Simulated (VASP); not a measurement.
LiF (kpbe): relaxation of cell and atoms with PBE

The system is LiF (kpbe).

```
CELL_PARAMETERS angstrom
0.00000 2.04171 2.04171
2.04171 0.00000 2.04171
2.04171 2.04171 0.00000
ATOMIC_POSITIONS crystal
Li 0.00000 0.00000 0.00000
F 0.50000 0.50000 0.50000
```

| Quantity | Value |
| --- | --- |
| Program | VASP 6.6.1 |
| Task | relaxation of cell and atoms |
| Functional | PBE |
| Potentials or basis | VASP PAW PBE potentials, release 64 (Li_sv, F) |
| Cutoff | 600 eV |
| k mesh | 10 × 10 × 10 |
| Occupations | gaussian, width 0.02 eV |
| Spin | no spin polarisation |
| Dipole correction | no |
| Further INCAR settings | ALGO = Normal; EDIFF = 1e-06; IBRION = 2; EDIFFG = -0.002; NSW = 100; ISIF = 3 |

| Property | Result |
| --- | --- |
| Relaxed volume | 8.32 Å³/atom |
| Relaxed cell | a = 2.865 Å, b = 2.865 Å, c = 2.865 Å, α = 60.00°, β = 60.00°, γ = 60.00° |
| Space group after relaxing (to 0.05 Å) | Fm-3m (No. 225) |
| Energy gained by relaxing | 0.9 meV/atom |
| Ionic steps | 4 |
| Pressure after relaxing | 0.0 GPa |
| Band gap on the k mesh | 8.93 eV, direct |

The path:
```tsv
step	energy change (eV)	largest force (eV/Å)	pressure (GPa)	volume (Å³)
1	0.0000	0.0000	-1.51	17.02
2	-0.0014	0.0000	-0.74	16.83
3	-0.0018	0.0000	0.07	16.62
4	-0.0018	0.0000	-0.01	16.64
```

Final structure:
```
Li F
1.0
     0.00000    2.02617    2.02617
     2.02617    0.00000    2.02617
     2.02617    2.02617    0.00000
Li F
1 1
Cartesian
  0.0000 0.0000 0.0000
  2.0262 2.0262 2.0262
```

Levels at points of the mesh, in eV from the valence-band top:
| k point | band 3 | band 4 | band 5 | band 6 | band 7 | band 8 |
| --- | --- | --- | --- | --- | --- | --- |
| (0.00, 0.00, 0.00) | 0.00 | 0.00 | 0.00 | 8.93 | 23.73 | 23.73 |
| (0.50, 0.00, 0.00) | -2.46 | -0.22 | -0.22 | 10.68 | 16.52 | 18.75 |
| (0.50, 0.50, 0.00) | -2.93 | -0.97 | -0.97 | 14.64 | 16.39 | 17.23 |

Run time: 8.5 s on 1 thread of Intel(R) Xeon(R) 6975P-C (Granite Rapids) (shared host), peak memory 0.13 GiB.

Caveat: the cutoff is under 1.25 times the usual one of these potentials, so pressure, stress and relaxed cells hold a basis-set (Pulay) error. A k mesh can miss the band edges.
